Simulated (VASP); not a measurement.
A run of VASP 6.6.1 is set up as follows.

The input INCAR:

```
SYSTEM = SiSn4
PREC = Accurate ; ENCUT = 600
EDIFF = 1E-6 ; ISMEAR = 0
SIGMA = 0.1 ; LREAL = .False.
LASPH = .True. ; NELM = 80
ALGO = Fast ; ISIF = 3
LWAVE = .False. ; LCHARG = .False.
GGA = PE ; IBRION = 2
NSW = 100 ; EDIFFG = -0.01
```

KPOINTS

```
regular mesh
0
Gamma
  6 6 6
  0 0 0
```

POSCAR

```
SiSn4
1.0
    3.0785279457      1.7773889382      5.3922632492
   -3.0785279457      1.7773889382      5.3922632492
    0.0000000000     -3.5547778764      5.3922632492
Si Sn
1 4
Direct
    0.5000000000      0.5000000000      0.5000000000
    0.0000000000      0.0000000000      0.5000000000
    0.5000000000      0.0000000000      0.0000000000
    0.0000000000      0.5000000000      0.0000000000
    0.0000000000      0.0000000000      0.0000000000
```

Potentials or basis: VASP PAW PBE potentials, release 64 (Si, Sn_d).

Launch:

```sh
$ cat potpaw_PBE.64/Si/POTCAR potpaw_PBE.64/Sn_d/POTCAR > POTCAR
$ mpirun -np 1 vasp_std > vasp.out
```

Q: Predict the space group after relaxing (to 0.05 Å).

A: R-3m (No. 166).

Q: What does it give for the relaxed volume?

A: 34.11 Å³/atom.

Q: Predict the relaxed cell.

A: a = 6.211 Å, b = 6.211 Å, c = 6.211 Å, α = 60.31°, β = 60.31°, γ = 60.31°.

Q: Predict the band gap on the k mesh.

A: Zero (band 30 reaches 6.11 eV, above the bottom of band 31 at 3.71 eV).

Final structure:
```
Si Sn
1.0
     3.11973    1.80117    5.05918
    -3.11973    1.80117    5.05918
     0.00000   -3.60235    5.05918
Si Sn
1 4
Cartesian
  0.0000 0.0000 7.5888
  0.0000 -1.8012 2.5296
  1.5599 0.9006 2.5296
  1.5599 2.7018 7.5888
  3.1197 -1.8012 10.1184
```

Caveat: spin-orbit coupling is left out, which moves the levels of the heavy elements.
